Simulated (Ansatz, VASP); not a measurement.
**One calculation of SiC, two programs**

```
CELL_PARAMETERS angstrom
0.00000 2.01366 2.01366
2.01366 0.00000 2.01366
2.01366 2.01366 0.00000
ATOMIC_POSITIONS crystal
Si 0.00000 0.00000 0.00000
C 0.50000 0.50000 0.50000
```

Alike in both runs: functional r2SCAN; k mesh 10 × 10 × 10; occupations gaussian, width 0.1 eV; no spin polarisation.

Ansatz relaxed the structure, and its values are those at the end. VASP's run is a single point on that final structure, the one shown.

|  | VASP | Ansatz |
| --- | --- | --- |
| version | VASP 6.6.1 | Ansatz 0.2.0 |
| potentials or method | VASP PAW PBE potentials, release 64 (Si, C), cutoff 660 eV | scalar-relativistic, plane waves, PAW |
| valence electrons in the cell | 8 | 8 |

```tsv
	VASP	Ansatz	Ansatz less VASP
gap on the k mesh at the Fermi level (eV)	none	none	-
pressure (GPa)	0.0	0.0	0.00
```

VASP's potentials were made for PBE, not for r2SCAN. A gap of «none» marks a metal or a gap that the smearing closes.
